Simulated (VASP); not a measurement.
Write the native input for VASP 6.6.1 that does the following.

* Task: single point
* Functional: PBEsol
* Potentials or basis: VASP PAW PBE potentials, release 64 (Al, Ni)
* Cutoff: 520 eV
* k mesh: 18 × 18 × 18
* Occupations: gaussian, width 0.1 eV
* Spin: no spin polarisation
* Dipole correction: no
* Further INCAR settings: ALGO = Fast; EDIFF = 1e-06; NBANDS = 14

The structure of AlNi lies in POSCAR:

```
AlNi
1.0
    2.8448387492      0.0000000000      0.0000000000
    0.0000000000      2.8448387492      0.0000000000
    0.0000000000      0.0000000000      2.9052864528
Al Ni
1 1
Direct
    0.5000000000      0.5000000000      0.5000000000
    0.0000000000      0.0000000000      0.0000000000
```

This cell differs from its parent crystal: uniaxial strain along c: +1.5 %, then relaxed in part.

These files were run (other wordings do the same):

INCAR

```
SYSTEM = AlNi
ALGO     = Fast           ! electronic algorithm
EDIFF    = 1E-6           ! SCF threshold, eV
ENCUT    = 520            ! plane-wave cutoff, eV
GGA      = PS             ! functional
ISIF     = 2              ! what is computed and relaxed
ISMEAR   = 0              ! smearing method
LASPH    = .TRUE.         ! aspherical terms in the spheres
LCHARG   = .TRUE.         ! write CHGCAR
LELF     = .TRUE.         ! ELF
LREAL    = .FALSE.        ! projectors in reciprocal space
LVHAR    = .TRUE.       
LWAVE    = .FALSE.        ! write WAVECAR
NBANDS   = 14             ! bands
NELM     = 80             ! most SCF steps
PREC     = Accurate       ! precision mode
SIGMA    = 0.1            ! smearing width, eV
```

KPOINTS

```
k-points
0
G
  18 18 18
  0 0 0
```

Potentials or basis: VASP PAW PBE potentials, release 64 (Al, Ni).

The run is started by

```console
$ cat potpaw_PBE.64/Al/POTCAR potpaw_PBE.64/Ni/POTCAR > POTCAR
$ mpirun -np 1 vasp_std > vasp.out
```

It gave:

```yaml
Pressure: -0.5 GPa
Band_gap_on_the_k_mesh: zero (an odd number of electrons rules out a gap without spin polarisation)
```

Caveat: the cell differs from its parent crystal (uniaxial strain along c: +1.5 %, then relaxed in part); the PAW data sets were made with another functional, which shifts forces and pressure a little.

Wall time 110 s on 1 thread of AMD EPYC 9R45 96-Core Processor (Zen 5) (shared host), peak memory 0.26 GiB.
